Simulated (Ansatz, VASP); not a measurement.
# Ba: VASP beside Ansatz

```
Ba
1.0
     4.32932    0.00000    0.00000
    -2.16466    3.74931    0.00000
     0.00000    0.00000    7.11841
Ba
2
Cartesian
  0.0000 2.4995 1.7796
  2.1647 1.2498 5.3388
```

Alike in both runs: functional PBEsol; k mesh 12 × 12 × 6; occupations gaussian, width 0.1 eV; no spin polarisation.

Ansatz relaxed the structure, and its values are those at the end. VASP's run is a single point on that final structure, the one shown.

|  | VASP | Ansatz |
| --- | --- | --- |
| version | VASP 6.6.1 | Ansatz 0.2.0 |
| potentials or method | VASP PAW PBE potentials, release 64 (Ba_sv), cutoff 520 eV | scalar-relativistic, plane waves, PAW |
| valence electrons in the cell | 20 | 20 |

|  | VASP | Ansatz | Ansatz less VASP |
| --- | --- | --- | --- |
| gap on the k mesh at the Fermi level (eV) | none | none | - |
| pressure (GPa) | 0.1 | 0.0 | -0.07 |

VASP's potentials were made for PBE, not for PBEsol. A gap of «none» marks a metal or a gap that the smearing closes.

Neither program's run includes spin-orbit coupling.
